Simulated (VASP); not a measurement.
# C (Fd-3m) in VASP: notebook

The runs below take C through single point, with LDA.

Everything below comes from runs of VASP 6.6.1. Logs are shortened: lines on timing, memory, paths and dates and some standing lists are left out, and cuts for length are marked.

### Step 1. The cell of the first run

The structure is cubic, space group Fd-3m (No. 227). The conventional cell has a = 3.532 Å, b = 3.532 Å, c = 3.532 Å, α = 90.00°, β = 90.00°, γ = 90.00°. C (site symmetry -43m) has 4 C at 1.53 Å within 2.0 Å.

### Step 2. Single point, LDA

File INCAR:

```
PREC = Accurate
ENCUT = 600
EDIFF = 1E-6
ISMEAR = 0
SIGMA = 0.1
LREAL = False
LASPH = True
NELM = 120
ALGO = Normal
ISIF = 2
LWAVE = False
LCHARG = False
NBANDS = 11
GGA_COMPAT = False
```

File KPOINTS:

```
Automatic mesh
0
Gamma
  10 10 10
```

File POSCAR:

```
C
1.0
    0.0000000000      1.7657957124      1.7657957124
    1.7657957124      0.0000000000      1.7657957124
    1.7657957124      1.7657957124      0.0000000000
C
2
Direct
    0.0000000000      0.0000000000      0.0000000000
    0.2500000000      0.2500000000      0.2500000000
```

Potentials or basis: VASP PAW LDA potentials, release 64 (C).

Command:

```sh
> cat potpaw_LDA.64/C/POTCAR > POTCAR
> mpirun -np 1 vasp_std > vasp.out
```

OUTCAR:

```text
PREC = Accurate
   ENCUT = 600
   EDIFF = 1E-6
   ISMEAR = 0
   LREAL = False
   LASPH = True
   NELM = 120
   ISIF = 2

 ion  position               nearest neighbor table
   1  0.000  0.000  0.000-   2 1.53   2 1.53   2 1.53   2 1.53
   2  0.250  0.250  0.250-   1 1.53   1 1.53   1 1.53   1 1.53

  LATTYP: Found a face centered cubic cell.
 ALAT       =     3.5315914248

  Lattice vectors:

 A1 = (   0.0000000000,   1.7657957124,   1.7657957124)
 A2 = (   1.7657957124,   0.0000000000,   1.7657957124)
 A3 = (   1.7657957124,   1.7657957124,   0.0000000000)

Analysis of symmetry for initial positions (statically):
=====================================================================
 Subroutine PRICEL returns:
 Original cell was already a primitive cell.

 Routine SETGRP: Setting up the symmetry group for a
 face centered cubic supercell.

 Subroutine GETGRP returns: Found 48 space group operations
 (whereof 24 operations were pure point group operations)
 out of a pool of 48 trial point group operations.

The static configuration has the point symmetry T_d .
 The point group associated with its full space group is O_h .

Analysis of symmetry for dynamics (positions and initial velocities):
=====================================================================
 Subroutine PRICEL returns:
 Original cell was already a primitive cell.

 Routine SETGRP: Setting up the symmetry group for a
 face centered cubic supercell.

 Subroutine GETGRP returns: Found 48 space group operations
 (whereof 24 operations were pure point group operations)
 out of a pool of 48 trial point group operations.

The dynamic configuration has the point symmetry T_d .
 The point group associated with its full space group is O_h .

 Subroutine INISYM returns: Found 48 space group operations
 (whereof 24 operations are pure point group operations),
 and found     1 'primitive' translations

----------------------------------------------------------------------------------------

                                     Primitive cell

  volume of cell :      11.0116

  direct lattice vectors                    reciprocal lattice vectors
     0.000000000  1.765795712  1.765795712    -0.283158463  0.283158463  0.283158463
     1.765795712  0.000000000  1.765795712     0.283158463 -0.283158463  0.283158463
     1.765795712  1.765795712  0.000000000     0.283158463  0.283158463 -0.283158463

  length of vectors
     2.497212245  2.497212245  2.497212245     0.490444845  0.490444845  0.490444845

  position of ions in fractional coordinates (direct lattice)
     0.000000000  0.000000000  0.000000000
     0.250000000  0.250000000  0.250000000

  ion indices of the primitive-cell ions
   primitive index   ion index
                 1           1
                 2           2

----------------------------------------------------------------------------------------

 KPOINTS: Automatic mesh

Automatic generation of k-mesh.
 Grid dimensions read from file:
 generate k-points for:   10   10   10

 Generating k-lattice:

  Cartesian coordinates                     Fractional coordinates (reciprocal lattice)
    -0.028315846  0.028315846  0.028315846     0.100000000  0.000000000  0.000000000
     0.028315846 -0.028315846  0.028315846     0.000000000  0.100000000  0.000000000
     0.028315846  0.028315846 -0.028315846     0.000000000  0.000000000  0.100000000

  Length of vectors
     0.049044484  0.049044484  0.049044484

  Shift w.r.t. Gamma in fractional coordinates (k-lattice)
     0.000000000  0.000000000  0.000000000

 Subroutine IBZKPT returns following result:
 ===========================================

 Found     47 irreducible k-points:

 Following reciprocal coordinates:
            Coordinates               Weight
  0.000000  0.000000  0.000000      1.000000
  0.100000  0.000000  0.000000      8.000000
  0.200000  0.000000  0.000000      8.000000
  0.300000  0.000000  0.000000      8.000000
  0.400000  0.000000  0.000000      8.000000
  0.500000  0.000000  0.000000      4.000000
[... 16 lines left out ...]
  0.300000  0.300000  0.000000      6.000000
  0.400000  0.300000  0.000000     24.000000
 [... further k-points ...]
   k-points           NKPTS =     47   k-points in BZ     NKDIM =     47   number of bands    NBANDS=     11
   number of dos      NEDOS =    301   number of ions     NIONS =      2
   total plane-waves  NPLWV =   8000
   dimension x,y,z NGX =    20 NGY =   20 NGZ =   20
   dimension x,y,z NGXF=    40 NGYF=   40 NGZF=   40
   ions per type =               2
   NGX,Y,Z   is equivalent  to a cutoff of  13.31, 13.31, 13.31 a.u.
   NGXF,Y,Z  is equivalent  to a cutoff of  26.63, 26.63, 26.63 a.u.
 SYSTEM =  unknown system
   PREC   = accura    normal or accurate (medium, high low for compatibility)
   ISTART =      0    job   : 0-new  1-cont  2-samecut
   ICHARG =      2    charge: 1-file 2-atom 10-const
   ISPIN  =      1    spin polarized calculation?
   LNONCOLLINEAR =      F non collinear calculations
   LSORBIT =      F    spin-orbit coupling
   LASPH  =      T    aspherical Exc in radial PAW
   ENCUT  =  600.0 eV  44.10 Ry    6.64 a.u.   4.99  4.99  4.99*2*pi/ulx,y,z
   NELM   =    120;   NELMIN=  2; NELMDL= -5     # of ELM steps
   EDIFF  = 0.1E-05   stopping-criterion for ELM
   LREAL  =      F    real-space projection
   EDIFFG = 0.1E-04   stopping-criterion for IOM
   NSW    =      0    number of steps for IOM
   IBRION =     -1    ionic relax: 0-MD 1-quasi-New 2-CG
   NFREE  =      0    steps in history (QN), initial steepest desc. (CG)
   ISIF   =      2    stress and relaxation
   ISYM   =      2    0-nonsym 1-usesym 2-fastsym
   POTIM  = 0.5000    time-step for ionic-motion
   TEBEG  =    0.0;   TEEND  =   0.0 temperature during run
   PSTRESS=    0.0 pullay stress
   NELECT =       8.0000    total number of electrons
   NUPDOWN=      -1.0000    fix difference up-down
   EMIN   =  10.00;   EMAX   =-10.00  energy-range for DOS
   EFERMI =   0.00;   METHOD = LEGACY
   ISMEAR =     0;   SIGMA  =   0.10  broadening in eV -4-tet -1-fermi 0-gaus
   EFERMI_NEDOS =   21; number of points for ismear=-14 and -15
   IALGO  =     38    algorithm
   IMIX   =      4    mixing-type and parameters
     AMIX     =   0.40;   BMIX     =  1.00
     AMIX_MAG =   1.60;   BMIX_MAG =  1.00
  volume/ion in A,a.u.               =       5.51        37.16
  Fermi-wavevector in a.u.,A,eV,Ry     =   1.471706  2.781121 29.469108  2.165918
  Thomas-Fermi vector in A             =   2.586809
   LORBIT       =      0    0 simple, 1 ext, 2 COOP (PROOUT), +10 PAW based schemes
   GGA     = CA    functional components
   LHFCALC =     F    Hartree Fock is set to
   AEXX    =    0.0000 exact exchange contribution
   IVDW    =     0    specifies the selected vdW correction
   LEPSILON=     F    determine dielectric tensor
   LRPA    =     F    only Hartree local field effects (RPA)
 non-spin polarized calculation
 Gauss-broadening in eV      SIGMA  =   0.10
  energy-cutoff  :      600.00
  volume of cell :       11.01
 maximum number of plane-waves:       377
   NGX =  9   NGY =  9   NGZ =  9

 number of electron       7.9999998 magnetization

 Free energy of the ion-electron system (eV)
  ---------------------------------------------------
  ext. energy  EPLUGINS =         0.00000000
  ---------------------------------------------------
  free energy    TOTEN  =       -20.25194190 eV

  energy without entropy =      -20.25194190  energy(sigma->0) =      -20.25194190

 E-fermi :  10.7470     XC(G=0): -13.6438

 val. band max:       10.1615189644   @ k =   0.0000   0.0000   0.0000
 cond. band min:      14.3657449001   @ k =   0.4000   0.4000   0.0000
 fundamental gap:      4.2042259356
 Fermi energy:        10.7469935013

 k-point     1 :       0.0000    0.0000    0.0000
  band No.  band energies     occupation
      1     -11.5562      2.00000
      2      10.1615      2.00000
      3      10.1615      2.00000
      4      10.1615      2.00000
      5      15.7881      0.00000
      6      15.7881      0.00000
      7      15.7881      0.00000
      8      24.4021      0.00000
      9      29.5602      0.00000
     10      37.1278      0.00000
     11      37.1278      0.00000

 k-point     2 :       0.1000    0.0000    0.0000
  band No.  band energies     occupation
      1     -11.2743      2.00000
      2       8.4650      2.00000
      3       9.7015      2.00000
      4       9.7015      2.00000
      5      16.3903      0.00000
      6      16.3903      0.00000
      7      16.7865      0.00000
      8      24.5566      0.00000
      9      29.9932      0.00000
     10      34.3848      0.00000
     11      34.3848      0.00000

 k-point     3 :       0.2000    0.0000    0.0000
  band No.  band energies     occupation
      1     -10.4325      2.00000
      2       5.2203      2.00000
      3       8.8030      2.00000
      4       8.8030      2.00000
      5      17.5427      0.00000
      6      17.5427      0.00000
      7      18.1377      0.00000
      8      24.9759      0.00000
      9      30.7431      0.00000
     10      32.8263      0.00000
     11      32.8263      0.00000

 k-point     4 :       0.3000    0.0000    0.0000
  band No.  band energies     occupation
      1      -9.0490      2.00000
      2       1.7706      2.00000
      3       7.9954      2.00000
      4       7.9954      2.00000
      5      18.3656      0.00000
      6      18.3656      0.00000
      7      19.0003      0.00000
      8      25.4704      0.00000
      9      31.1209      0.00000
     10      33.1004      0.00000
     11      33.1004      0.00000
[... 239 lines left out ...]
 k-point    22 :      -0.2000    0.2000    0.0000
  band No.  band energies     occupation
      1      -8.5921      2.00000
      2       3.1536      2.00000
      3       4.0047      2.00000
      4       8.1289      2.00000
      5      18.7461      0.00000
      6      18.9070      0.00000
      7      20.8371      0.00000
      8      24.2251      0.00000
      9      30.3063      0.00000
     10      31.1657      0.00000
     11      34.4200      0.00000

 k-point    23 :       0.3000    0.3000    0.0000
  band No.  band energies     occupation
      1      -8.2197      2.00000
      2       4.1502      2.00000
      3       5.1373      2.00000
      4       5.1373      2.00000
      5      14.4435      0.00000
      6      18.8914      0.00000
      7      23.4526      0.00000
      8      23.4526      0.00000
      9      31.5103      0.00000
     10      33.0732      0.00000
     11      41.4248      0.00000

 k-point    24 :       0.4000    0.3000    0.0000
  band No.  band energies     occupation
      1      -6.8719      2.00000
      2       2.1342      2.00000
      3       4.0224      2.00000
      4       4.6554      2.00000
      5      15.0018      0.00000
      6      18.2103      0.00000
      7      24.4537      0.00000
      8      24.5611      0.00000
      9      32.3162      0.00000
     10      33.1511      0.00000
     11      41.3055      0.00000

 [... further k-points ...]
[... 5 lines left out ...]
  --------------------------------------------------------------------------------------
  -------------------------------------------------------------------------------------
  Total        0.0614737      0.0614737      0.0614737      0.0000000      0.0000000      0.0000000
  in kB        8.9443497      8.9443497      8.9443497      0.0000000      0.0000000      0.0000000
  external PRESSURE =       8.9443497 kB  Pullay stress =       0.0000000 kB

 VOLUME and BASIS-vectors are now :
 -----------------------------------------------------------------------------
  energy-cutoff  :      600.00
  volume of cell :       11.01
      direct lattice vectors                 reciprocal lattice vectors
     0.000000000  1.765795712  1.765795712    -0.283158463  0.283158463  0.283158463
     1.765795712  0.000000000  1.765795712     0.283158463 -0.283158463  0.283158463
     1.765795712  1.765795712  0.000000000     0.283158463  0.283158463 -0.283158463

 POSITION                                       TOTAL-FORCE (eV/Angst)
 -----------------------------------------------------------------------------------
      0.00000      0.00000      0.00000         0.000000      0.000000      0.000000
      0.88290      0.88290      0.88290        -0.000000     -0.000000     -0.000000
 -----------------------------------------------------------------------------------
    total drift:                                0.000000      0.000000      0.000000

  FREE ENERGIE OF THE ION-ELECTRON SYSTEM (eV)
  ---------------------------------------------------
  free  energy   TOTEN  =       -20.2519418980 eV

  energy  without entropy=      -20.2519418980  energy(sigma->0) =      -20.25194190
```

It took 6.8 s on 1 thread of Intel Xeon Platinum 8375C at 2.90GHz (Ice Lake), shared host; peak memory 0.11 GiB.

Results:

```yaml
Free_energy: -20.2519 eV
Pressure: 0.9 GPa
Band_gap_on_the_k_mesh: 4.20 eV, indirect (least direct gap 5.63 eV)
```

A k mesh can miss the band edges. LDA gaps usually lie below the measured ones, often by a third to a half.

### Step 3. Single point, LDA

File INCAR:

```
PREC = Accurate ; ENCUT = 600
EDIFF = 1E-6 ; ISMEAR = 0
SIGMA = 0.02 ; LREAL = False
LASPH = True ; NELM = 120
ALGO = Normal ; ISIF = 2
LWAVE = False ; LCHARG = False
NBANDS = 11 ; GGA_COMPAT = False
```

File KPOINTS:

```
regular mesh
0
Gamma
  12 12 12
```

File POSCAR:

```
C
1.0
    0.0000000000      1.7657234628      1.7657234628
    1.7657234628      0.0000000000      1.7657234628
    1.7657234628      1.7657234628      0.0000000000
C
2
Direct
    0.0000000000      0.0000000000      0.0000000000
    0.2500000000      0.2500000000      0.2500000000
```

Potentials or basis: VASP PAW LDA potentials, release 64 (C).

Command:

```sh
> cat potpaw_LDA.64/C/POTCAR > POTCAR
> mpirun -np 1 vasp_std > vasp.out
```

Run time: 9.8 s. Hardware: 1 thread of Intel Xeon Platinum 8375C at 2.90GHz (Ice Lake), shared host; peak memory 0.11 GiB.

Results (log left out):

| Quantity | Value |
| --- | --- |
| Free energy | -20.2521 eV |
| Pressure | 0.9 GPa |
| Band gap on the k mesh | 4.20 eV, indirect (least direct gap 5.63 eV) |

Levels at points of the mesh, in eV from the valence-band top:
```
           k point  band 1  band 2  band 3  band 4  band 5  band 6  band 7  band 8  band 9
(0.00, 0.00, 0.00)  -21.72    0.00    0.00    0.00    5.63    5.63    5.63   14.24   19.40
(0.50, 0.00, 0.00)  -15.71  -13.69   -2.87   -2.87    8.51    8.51    9.42   15.68   21.95
(0.50, 0.50, 0.00)  -12.82  -12.82   -6.47   -6.47    4.77    4.77   17.08   17.08   23.48
```
